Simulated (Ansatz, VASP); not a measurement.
Zr: VASP beside Ansatz

```
CELL_PARAMETERS angstrom
3.24501 0.00000 0.00000
-1.62251 2.81026 0.00000
0.00000 0.00000 5.15617
ATOMIC_POSITIONS crystal
Zr 0.33333 0.66667 0.25000
Zr 0.66667 0.33333 0.75000
```

Alike in both runs: task relaxation of cell and atoms; functional r2SCAN; k mesh 12 × 12 × 8; occupations fermi-dirac, width 0.15 eV; no spin polarisation.

```csv
,VASP,Ansatz
version,VASP 6.6.1,Ansatz 0.2.0
potentials or method,"VASP PAW PBE potentials, release 64 (Zr_sv), cutoff 600 eV","scalar-relativistic, plane waves, PAW"
valence electrons in the cell,24,24
```

VASP gave:

| Property | Result |
| --- | --- |
| gap on the k mesh at the Fermi level, each at its own relaxed structure (eV) | none |
| relaxed volume (Å³/atom) | 23.54 |
| relaxed cell length with the largest relative difference (Å) | 5.168 |

Problem. What did Ansatz give for the same quantities?

Solution. gap on the k mesh at the Fermi level, each at its own relaxed structure (eV): none; relaxed volume (Å³/atom): 23.54; relaxed cell length with the largest relative difference (Å): 5.169.

VASP's potentials were made for PBE, not for r2SCAN. A gap of «none» marks a metal or a gap that the smearing closes.
